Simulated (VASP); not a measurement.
# TaSiO4: relaxation of cell and atoms with PBE

TaSiO4:

```
Ta Si O
1.0
     3.40104    0.00000    0.00000
    -1.70052    2.94539    0.00000
     0.00000    0.00000    7.18901
Ta Si O
1 1 4
Direct
  0.00000 0.00000 0.00000
  0.00000 0.00000 0.50000
  0.33333 0.66667 0.00000
  0.66667 0.33333 0.00000
  0.00000 0.00000 0.21935
  0.00000 0.00000 0.78065
```

- Program: VASP 6.6.1
- Task: relaxation of cell and atoms
- Functional: PBE
- Potentials or basis: VASP PAW PBE potentials, release 64 (Ta_pv, Si, O)
- Cutoff: 600 eV
- k mesh: 6 × 6 × 4
- Occupations: gaussian, width 0.1 eV
- Spin: no spin polarisation
- Dipole correction: no
- Further INCAR settings: ALGO = Normal; EDIFF = 1e-06; IBRION = 2; EDIFFG = -0.04; NSW = 90; ISIF = 3

```
Relaxed volume                         : 14.10 Å³/atom
Relaxed cell                           : a = 3.667 Å, b = 3.667 Å, c = 7.266 Å, α = 90.00°, β = 90.00°, γ = 120.00°
Space group after relaxing (to 0.05 Å) : P6/mmm (No. 191)
Energy gained by relaxing              : 1918.2 meV/atom
Ionic steps                            : 15
Pressure after relaxing                : 0.0 GPa
Largest force after relaxing           : 0.013 eV/Å
```

Forces in eV/Å, atoms in the order of the input:
```
Ta   0.000  0.000  0.000
Si   0.000  0.000  0.000
O    0.000  0.000  0.000
O    0.000  0.000  0.000
O    0.000  0.000 -0.013
O    0.000  0.000  0.013
```

Step by step:
```csv
step,energy change (eV),largest force (eV/Å),pressure (GPa),volume (Å³)
1,0.0000,26.3534,85.48,72.02
2,13.3142,58.8767,24.00,158.13
3,-8.7857,3.3187,-2.23,101.22
4,-9.1060,2.5923,-2.80,98.52
5,-10.3907,0.0670,2.68,84.66
6,-10.4194,1.6946,13.38,78.19
7,-10.4967,0.6079,6.97,81.43
8,-10.4999,0.8552,8.60,80.45
9,-10.4980,6.9584,1.35,89.27
10,-11.4122,1.6193,0.46,85.01
11,-11.4967,0.4326,-2.23,85.54
12,-11.4992,0.1296,-1.94,85.46
13,-11.4979,0.0381,1.63,84.02
14,-11.5089,0.0420,-0.26,84.76
15,-11.5091,0.0125,0.02,84.61
```

Final structure:
```yaml
crystal:
  lattice:
    - [3.66684, 0.00000, 0.00000]
    - [-1.83342, 3.17558, 0.00000]
    - [0.00000, 0.00000, 7.26636]
  atoms:
    - { symbol: Ta, position: [0.00000, 0.00000, 0.00000] }
    - { symbol: Si, position: [0.00000, 0.00000, 0.50000] }
    - { symbol: O, position: [0.33333, 0.66667, 0.00000] }
    - { symbol: O, position: [0.66667, 0.33333, 0.00000] }
    - { symbol: O, position: [0.00000, 0.00000, 0.28338] }
    - { symbol: O, position: [0.00000, 0.00000, 0.71662] }
```

Levels at points of the mesh, in eV from the Fermi level:
| k point | band 16 | band 17 | band 18 | band 19 | band 20 | band 21 | band 22 | band 23 |
| --- | --- | --- | --- | --- | --- | --- | --- | --- |
| (0.00, 0.00, 0.00) | -3.32 | -2.30 | -0.30 | 0.04 | 0.04 | 2.60 | 2.60 | 5.31 |
| (0.50, 0.00, 0.00) | -2.52 | -2.22 | -1.57 | -0.69 | 0.03 | 1.05 | 2.28 | 4.45 |
| (0.00, 0.00, 0.50) | -3.53 | -1.35 | -0.31 | 0.06 | 0.06 | 2.20 | 2.20 | 5.44 |
| (0.50, 0.00, 0.50) | -3.27 | -2.22 | -1.62 | -0.67 | 0.75 | 1.06 | 1.72 | 4.77 |

Run time: 4.4 min on 1 thread of Intel(R) Xeon(R) 6975P-C (Granite Rapids), with other jobs on the host, peak memory 0.23 GiB.

Caveat: the volume moved by over 15 % at a fixed basis, so the end points are rough; spin-orbit coupling is left out, which moves the levels of the heavy elements; an odd number of electrons without spin polarisation forces a metal; a magnetic or distorted state may lie lower.
